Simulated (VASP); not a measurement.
# H in VASP: further runs

Runs on H. Level: PBE+D3(BJ). Tasks: single point.

All numbers are computed with VASP 6.6.1; they aren't measurements. Logs are shortened: lines on timing, memory, paths and dates and some standing lists are left out, and cuts for length are marked.

## Step 1: The cell of the first run

The cell holds an amorphous packing of atoms, 12 atoms: a = 5.828 Å, b = 5.828 Å, c = 5.828 Å, α = 90.00°, β = 90.00°, γ = 90.00°.

## Step 2: Single point, PBE+D3(BJ)

INCAR

```
PREC = Accurate
ENCUT = 520
EDIFF = 1E-6
ISMEAR = -1
SIGMA = 0.02
LREAL = F
LASPH = T
NELM = 100
ALGO = Normal
ISIF = 2
LWAVE = F
LCHARG = F
GGA = PE
IVDW = 12
NBANDS = 18
```

KPOINTS

```
regular mesh
0
Gamma
  1 1 1
```

POSCAR

```
H
1.0
    5.8284770000      0.0000000000      0.0000000000
    0.0000000000      5.8284770000      0.0000000000
    0.0000000000      0.0000000000      5.8284770000
H
12
Direct
    0.8980549125      0.3428779953      0.8351674963
    0.8456001023      0.2328602089      0.7952001328
    0.5589648972      0.5513452531      0.9698515455
    0.5600482258      0.6701615209      0.9217427280
    0.0353579767      1.0549172892      0.3569296097
    0.0413345972      0.9506555073      0.4315136048
    0.5751806356      0.4043080450      0.4854391265
    0.4626427032      0.4403432661      0.5358807949
    0.5278789927      0.9694901484      0.2714862955
    0.4401934431      0.9483462443      0.1801775200
    0.1595378648      0.7012225337      0.7841593058
    0.1411688491      0.6497701879      0.6681810402
```

Potentials or basis: VASP PAW PBE potentials, release 64 (H).

Started as:

```sh
cat potpaw_PBE.64/H/POTCAR > POTCAR
mpirun -np 1 vasp_gam > vasp.out
```

OUTCAR:

```text
PREC = Accurate
   ENCUT = 520
   EDIFF = 1E-6
   ISMEAR = -1
   LREAL = F
   LASPH = T
   NELM = 100
   ISIF = 2
   GGA = PE
   IVDW = 12
 IVDW          = 12

 ion  position               nearest neighbor table
   1  0.898  0.343  0.835-   2 0.75
   2  0.846  0.233  0.795-   1 0.75
   3  0.559  0.551  0.970-   4 0.75
   4  0.560  0.670  0.922-   3 0.75
   5  0.035  0.055  0.357-   6 0.75
   6  0.041  0.951  0.432-   5 0.75
   7  0.575  0.404  0.485-   8 0.75
   8  0.463  0.440  0.536-   7 0.75
   9  0.528  0.969  0.271-  10 0.75
  10  0.440  0.948  0.180-   9 0.75
  11  0.160  0.701  0.784-  12 0.75
  12  0.141  0.650  0.668-  11 0.75

  LATTYP: Found a simple cubic cell.
 ALAT       =     5.8284770000

  Lattice vectors:

 A1 = (   5.8284770000,   0.0000000000,   0.0000000000)
 A2 = (   0.0000000000,   5.8284770000,   0.0000000000)
 A3 = (   0.0000000000,   0.0000000000,   5.8284770000)

Analysis of symmetry for initial positions (statically):
=====================================================================
 Subroutine PRICEL returns:
 Original cell was already a primitive cell.

 Routine SETGRP: Setting up the symmetry group for a
 simple cubic supercell.

 Subroutine GETGRP returns: Found  1 space group operations
 (whereof  1 operations were pure point group operations)
 out of a pool of 48 trial point group operations.

The static configuration has the point symmetry C_1 .

Analysis of symmetry for dynamics (positions and initial velocities):
=====================================================================
 Subroutine PRICEL returns:
 Original cell was already a primitive cell.

 Routine SETGRP: Setting up the symmetry group for a
 simple cubic supercell.

 Subroutine GETGRP returns: Found  1 space group operations
 (whereof  1 operations were pure point group operations)
 out of a pool of 48 trial point group operations.

The dynamic configuration has the point symmetry C_1 .

 Subroutine INISYM returns: Found  1 space group operations
 (whereof  1 operations are pure point group operations),
 and found     1 'primitive' translations

----------------------------------------------------------------------------------------

                                     Primitive cell

  volume of cell :     198.0000

  direct lattice vectors                    reciprocal lattice vectors
     5.828477000  0.000000000  0.000000000     0.171571407  0.000000000  0.000000000
     0.000000000  5.828477000  0.000000000     0.000000000  0.171571407  0.000000000
     0.000000000  0.000000000  5.828477000     0.000000000  0.000000000  0.171571407

  length of vectors
     5.828477000  5.828477000  5.828477000     0.171571407  0.171571407  0.171571407

  position of ions in fractional coordinates (direct lattice)
     0.898054913  0.342877995  0.835167496
     0.845600102  0.232860209  0.795200133
     0.558964897  0.551345253  0.969851545
     0.560048226  0.670161521  0.921742728
     0.035357977  0.054917289  0.356929610
     0.041334597  0.950655507  0.431513605
     0.575180636  0.404308045  0.485439126
     0.462642703  0.440343266  0.535880795
     0.527878993  0.969490148  0.271486295
     0.440193443  0.948346244  0.180177520
     0.159537865  0.701222534  0.784159306
     0.141168849  0.649770188  0.668181040

  ion indices of the primitive-cell ions
   primitive index   ion index
                 1           1
                 2           2
                 3           3
                 4           4
                 5           5
                 6           6
                 7           7
                 8           8
                 9           9
                10          10
                11          11
                12          12

----------------------------------------------------------------------------------------

 KPOINTS: regular mesh

Automatic generation of k-mesh.
 Grid dimensions read from file:
 generate k-points for:    1    1    1

 Generating k-lattice:

  Cartesian coordinates                     Fractional coordinates (reciprocal lattice)
     0.171571407  0.000000000  0.000000000     1.000000000  0.000000000  0.000000000
     0.000000000  0.171571407  0.000000000     0.000000000  1.000000000  0.000000000
     0.000000000  0.000000000  0.171571407     0.000000000  0.000000000  1.000000000

  Length of vectors
     0.171571407  0.171571407  0.171571407

  Shift w.r.t. Gamma in fractional coordinates (k-lattice)
     0.000000000  0.000000000  0.000000000

 Subroutine IBZKPT returns following result:
 ===========================================

 Found      1 irreducible k-points:

 Following reciprocal coordinates:
            Coordinates               Weight
  0.000000  0.000000  0.000000      1.000000
   k-points           NKPTS =      1   k-points in BZ     NKDIM =      1   number of bands    NBANDS=     18
   number of dos      NEDOS =    301   number of ions     NIONS =     12
   total plane-waves  NPLWV = 110592
   dimension x,y,z NGX =    48 NGY =   48 NGZ =   48
   dimension x,y,z NGXF=    96 NGYF=   96 NGZF=   96
   ions per type =              12
   NGX,Y,Z   is equivalent  to a cutoff of  13.69, 13.69, 13.69 a.u.
   NGXF,Y,Z  is equivalent  to a cutoff of  27.38, 27.38, 27.38 a.u.
 SYSTEM =  unknown system
   PREC   = accura    normal or accurate (medium, high low for compatibility)
   ISTART =      0    job   : 0-new  1-cont  2-samecut
   ICHARG =      2    charge: 1-file 2-atom 10-const
   ISPIN  =      1    spin polarized calculation?
   LNONCOLLINEAR =      F non collinear calculations
   LSORBIT =      F    spin-orbit coupling
   LASPH  =      T    aspherical Exc in radial PAW
   ENCUT  =  520.0 eV  38.22 Ry    6.18 a.u.  10.84 10.84 10.84*2*pi/ulx,y,z
   NELM   =    100;   NELMIN=  2; NELMDL= -5     # of ELM steps
   EDIFF  = 0.1E-05   stopping-criterion for ELM
   LREAL  =      F    real-space projection
   EDIFFG = 0.1E-04   stopping-criterion for IOM
   NSW    =      0    number of steps for IOM
   IBRION =     -1    ionic relax: 0-MD 1-quasi-New 2-CG
   NFREE  =      0    steps in history (QN), initial steepest desc. (CG)
   ISIF   =      2    stress and relaxation
   ISYM   =      2    0-nonsym 1-usesym 2-fastsym
   POTIM  = 0.5000    time-step for ionic-motion
   TEBEG  =    0.0;   TEEND  =   0.0 temperature during run
   PSTRESS=    0.0 pullay stress
   NELECT =      12.0000    total number of electrons
   NUPDOWN=      -1.0000    fix difference up-down
   EMIN   =  10.00;   EMAX   =-10.00  energy-range for DOS
   EFERMI =   0.00;   METHOD = LEGACY
   ISMEAR =    -1;   SIGMA  =   0.02  broadening in eV -4-tet -1-fermi 0-gaus
   EFERMI_NEDOS =   21; number of points for ismear=-14 and -15
   IALGO  =     38    algorithm
   IMIX   =      4    mixing-type and parameters
     AMIX     =   0.40;   BMIX     =  1.00
     AMIX_MAG =   1.60;   BMIX_MAG =  1.00
  volume/ion in A,a.u.               =      16.50       111.35
  Fermi-wavevector in a.u.,A,eV,Ry     =   0.643053  1.215194  5.626244  0.413517
  Thomas-Fermi vector in A             =   1.709926
   LORBIT       =      0    0 simple, 1 ext, 2 COOP (PROOUT), +10 PAW based schemes
   GGA     = PE    functional components
   LHFCALC =     F    Hartree Fock is set to
   AEXX    =    0.0000 exact exchange contribution
   IVDW    =    12    specifies the selected vdW correction
   LEPSILON=     F    determine dielectric tensor
   LRPA    =     F    only Hartree local field effects (RPA)
 non-spin polarized calculation
  energy-cutoff  :      520.00
  volume of cell :      198.00
 maximum number of plane-waves:      2689
 NGX is ok and might be reduce to    42
   NGX = 21   NGY = 21   NGZ = 21

 number of electron      12.0000000 magnetization

 Free energy of the ion-electron system (eV)
  ---------------------------------------------------
  ext. energy  EPLUGINS =         0.00000000
  ---------------------------------------------------
  free energy    TOTEN  =       -40.47754063 eV

  energy without entropy =      -40.47754063  energy(sigma->0) =      -40.47754063

 E-fermi :  -8.0439     XC(G=0):  -4.4292

 val. band max:       -8.5728012091   @ k =   0.0000   0.0000   0.0000
 cond. band min:       0.8998704066   @ k =   0.0000   0.0000   0.0000
 fundamental gap:      9.4726716157
 Fermi energy:        -8.0439170949

 k-point     1 :       0.0000    0.0000    0.0000
  band No.  band energies     occupation
      1     -10.5305      2.00000
      2      -9.4291      2.00000
      3      -9.3610      2.00000
      4      -9.0962      2.00000
      5      -8.9765      2.00000
      6      -8.5728      2.00000
[... 10 lines left out ...]
     17       4.6680      0.00000
     18       5.4767      0.00000

------------------------ aborting loop because EDIFF is reached ----------------------------------------

 Edisp (eV)   -0.15736

 E8    (eV) :    -0.0276

  FORCE on cell =-STRESS in cart. coord.  units (eV):
  Direction    XX          YY          ZZ          XY          YZ          ZX
  --------------------------------------------------------------------------------------
  -------------------------------------------------------------------------------------
  Total       0.66263     0.38216     0.46856    -0.14862     0.14778    -0.02001
  in kB       5.36190     3.09236     3.79147    -1.20262     1.19582    -0.16195
  external pressure =        4.08 kB  Pullay stress =        0.00 kB

 VOLUME and BASIS-vectors are now :
 -----------------------------------------------------------------------------
  energy-cutoff  :      520.00
  volume of cell :      198.00
      direct lattice vectors                 reciprocal lattice vectors
     5.828477000  0.000000000  0.000000000     0.171571407  0.000000000  0.000000000
     0.000000000  5.828477000  0.000000000     0.000000000  0.171571407  0.000000000
     0.000000000  0.000000000  5.828477000     0.000000000  0.000000000  0.171571407

 POSITION                                       TOTAL-FORCE (eV/Angst)
 -----------------------------------------------------------------------------------
      5.23429      1.99846      4.86775         0.029509      0.009173      0.024612
      4.92856      1.35722      4.63481        -0.002326     -0.060704      0.001394
      3.25791      3.21350      5.65276         0.016946      0.036942     -0.008383
      3.26423      3.90602      5.37236         0.018820     -0.033915      0.044551
      0.20608      0.32008      2.08036        -0.033617      0.014620      0.012530
      0.24092      5.54087      2.51507        -0.029390      0.029996      0.006730
      3.35243      2.35650      2.82937        -0.038405     -0.022638     -0.014382
      2.69650      2.56653      3.12337         0.017286     -0.030804     -0.046039
      3.07673      5.65065      1.58235        -0.027649      0.027358     -0.032596
      2.56566      5.52741      1.05016         0.051298      0.031218      0.019033
      0.92986      4.08706      4.57045         0.007507      0.014739      0.030194
      0.82280      3.78717      3.89448        -0.009980     -0.015986     -0.037644
 -----------------------------------------------------------------------------------
    total drift:                                0.000148      0.000235      0.000184

  FREE ENERGIE OF THE ION-ELECTRON SYSTEM (eV)
  ---------------------------------------------------
  free  energy   TOTEN  =       -40.6348967738 eV

  energy  without entropy=      -40.6348967738  energy(sigma->0) =      -40.63489677
```

Wall time 24 s (1 thread of Intel Xeon 8259CL, shared host); peak memory 0.29 GiB.

Results:

| Quantity | Value |
| --- | --- |
| Free energy | -40.6349 eV |
| Pressure | 0.4 GPa |
| Largest force | 0.063 eV/Å |
| Band gap on the k mesh | 9.47 eV |
| Dispersion energy per atom | -0.013 eV |

Forces in eV/Å, atoms in the order of the input:
```
H    0.030  0.009  0.025
H   -0.002 -0.061  0.001
H    0.017  0.037 -0.008
H    0.019 -0.034  0.045
H   -0.034  0.015  0.013
H   -0.029  0.030  0.007
H   -0.038 -0.023 -0.014
H    0.017 -0.031 -0.046
H   -0.028  0.027 -0.033
H    0.051  0.031  0.019
H    0.008  0.015  0.030
H   -0.010 -0.016 -0.038
```

Levels at points of the mesh, in eV from the valence-band top:
```
           k point  band 3  band 4  band 5  band 6  band 7  band 8  band 9  band 10
(0.00, 0.00, 0.00)   -0.79   -0.52   -0.40    0.00    9.47    9.75    9.92    10.58
```

Caveat: the k points lie up to 1.08 Å⁻¹ apart.

## Step 3: Single point, PBE+D3(BJ)

INCAR

```
SYSTEM = H
ALGO = Normal
EDIFF = 1E-6
ENCUT = 520
GGA = PE
ISIF = 2
ISMEAR = -1
IVDW = 12
LASPH = .TRUE.
LCHARG = .TRUE.
LELF = .TRUE.
LREAL = .FALSE.
LVHAR = .TRUE.
LWAVE = .FALSE.
NBANDS = 18
NELM = 100
PREC = Accurate
SIGMA = 0.02
```

KPOINTS

```
k-points
0
G
  1 1 1
  0 0 0
```

POSCAR

```
H
1.0
    5.8284770000      0.0000000000      0.0000000000
    0.0000000000      5.8284770000      0.0000000000
    0.0000000000      0.0000000000      5.8284770000
H
12
Direct
    1.2175736475      0.0094021131      0.6814816289
    1.1423395855      0.0620059065      0.7739071459
    0.4890128244      0.5642812007      0.8995145730
    0.3627019546      0.5686048002      0.8610482636
    0.1254186986      0.9706480784      0.4104331200
    0.0951706595      0.9195197991      0.2846884358
    0.3264832305      0.2710141946      0.5311336049
    0.4582329140      0.2837104787      0.5154348211
    0.6638269311      1.1435234282      0.1618776226
    0.7204283383      1.1519647414      0.2575973106
   -0.1265339127      0.8672763056      0.9554125374
   -0.1356958259      0.7815249164      1.0591446102
```

Potentials or basis: VASP PAW PBE potentials, release 64 (H).

Started as:

```sh
cat potpaw_PBE.64/H/POTCAR > POTCAR
mpirun -np 1 vasp_gam > vasp.out
```

Wall time 28 s (1 thread of Intel Xeon 8259CL, shared host); peak memory 0.29 GiB.

It converged, with:

- Free energy: -40.0678 eV
- Pressure: 0.7 GPa
- Largest force: 4.778 eV/Å
- Band gap on the k mesh: 8.98 eV
- Dispersion energy per atom: -0.014 eV

Forces in eV/Å, atoms in the order of the input:
```
H   -0.301  0.082  0.607
H    0.143 -0.255 -0.124
H   -0.639  0.041 -0.162
H    0.643  0.001  0.218
H   -0.422 -0.715 -1.750
H    0.362  0.558  1.545
H    1.090  0.257 -0.222
H   -0.896  0.035  0.016
H   -2.459 -0.287 -4.086
H    2.421  0.417  4.088
H   -0.041 -0.790  0.778
H    0.099  0.656 -0.908
```

Stress tensor (GPa, compression positive):
```
0.00 0.22 0.80
0.22 0.20 0.19
0.80 0.19 1.90
```

Levels at points of the mesh, in eV from the valence-band top:
```
           k point  band 3  band 4  band 5  band 6  band 7  band 8  band 9  band 10
(0.00, 0.00, 0.00)   -1.15   -1.05   -0.15    0.00    8.98    9.39    9.64     9.85
```

Caveat: the k points lie up to 1.08 Å⁻¹ apart.
